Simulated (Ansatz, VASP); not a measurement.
## BeS2 in VASP and in Ansatz

```xyz
6
Lattice="-2.3845 2.3845 4.1476 2.3845 -2.3845 4.1476 2.3845 2.3845 -4.1476" Properties=species:S:1:pos:R:3 pbc="T T T"
Be    0.0000    0.0000    0.0000
Be    0.0000    2.3845    2.0738
S     1.3548    1.1923    1.0369
S     1.1923    3.4143   -1.0369
S     1.0297    1.1923    5.1845
S     1.1923   -1.0297    3.1107
```

Alike in both runs: task relaxation of cell and atoms; functional PBE; k mesh 12 × 12 × 12; occupations gaussian, width 0.1 eV; no spin polarisation.

```csv
,VASP,Ansatz
version,VASP 6.6.1,Ansatz 0.2.0
potentials or method,"VASP PAW PBE potentials, release 64 (Be, S), cutoff 600 eV","scalar-relativistic, plane waves, PAW"
valence electrons in the cell,28,28
```

VASP gave:

```
gap on the k mesh at the Fermi level, each at its own relaxed structure (eV)  : none
relaxed volume (Å³/atom)                                                      : 15.73
relaxed length of the cell vector where the two differ most in proportion (Å) : 5.341
```

Question: Estimate Ansatz's values.

Answer: gap on the k mesh at the Fermi level, each at its own relaxed structure (eV): none; relaxed volume (Å³/atom): 15.71; relaxed length of the cell vector where the two differ most in proportion (Å): 5.337.

A gap of «none» marks a metal or a gap that the smearing closes.
